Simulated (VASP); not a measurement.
**BaTiO3: single point with PBE**

BaTiO3:

```
Ba Ti O
1.0
     3.80610    0.00000    0.00000
     0.00000    3.80610    0.00000
     0.00000    0.00000    4.87081
Ba Ti O
1 1 3
Direct
  0.50000 0.50000 0.64483
  0.00000 0.00000 0.13320
  0.00000 0.50000 0.04111
  0.50000 0.00000 0.04111
  0.00000 0.00000 0.49975
```

```yaml
Program: VASP 6.6.1
Task: single point
Functional: PBE
Potentials_or_basis: VASP PAW PBE potentials, release 64 (Ba_sv, Ti_sv, O_h)
Cutoff: 1340 eV
k_mesh: 8 × 8 × 6
Occupations: gaussian, width 0.02 eV
Spin: no spin polarisation
```

| Item | Value |
| --- | --- |
| Pressure | 4.9 GPa |
| Largest force | 0.155 eV/Å |
| Band gap on the k mesh | 1.91 eV (least direct gap 2.67 eV) |

Forces in eV/Å, atoms in the order of the input:
```
Ba   0.000  0.000 -0.155
Ti   0.000  0.000 -0.015
O    0.000  0.000  0.077
O    0.000  0.000  0.077
O    0.000  0.000  0.016
```

Stress tensor (GPa, compression positive):
```
6.64 0.00 0.00
0.00 6.64 0.00
0.00 0.00 1.34
```

Levels at points of the mesh, in eV from the valence-band top:
```tsv
k point	band 16	band 17	band 18	band 19	band 20	band 21	band 22	band 23	band 24	band 25
(0.00, 0.00, 0.00)	-2.26	-2.26	-2.21	-0.90	-0.90	1.91	3.52	3.56	3.56	4.34
(0.50, 0.00, 0.00)	-2.79	-2.69	-2.45	-2.38	-1.90	3.33	3.34	3.47	3.83	5.44
(0.50, 0.50, 0.00)	-3.71	-2.87	-1.22	-1.22	-0.01	2.66	3.41	3.41	4.03	7.16
(0.00, 0.00, 0.50)	-2.56	-2.56	-2.47	-0.79	-0.79	1.95	3.70	3.70	4.34	4.89
(0.50, 0.00, 0.50)	-2.69	-2.30	-2.14	-1.72	-1.29	3.08	3.49	3.68	4.82	5.34
(0.50, 0.50, 0.50)	-2.90	-2.90	-1.64	-1.64	0.00	3.49	3.49	3.82	4.43	6.28
```

Wall time 6.4 min on 1 thread of Intel(R) Xeon(R) Platinum 8488C (Sapphire Rapids), with other jobs on the host, peak memory 0.69 GiB.

Caveat: the stress differs along the axes, from 1 to 7 GPa; spin-orbit coupling is left out, which moves the levels of the heavy elements. A k mesh can miss the band edges.
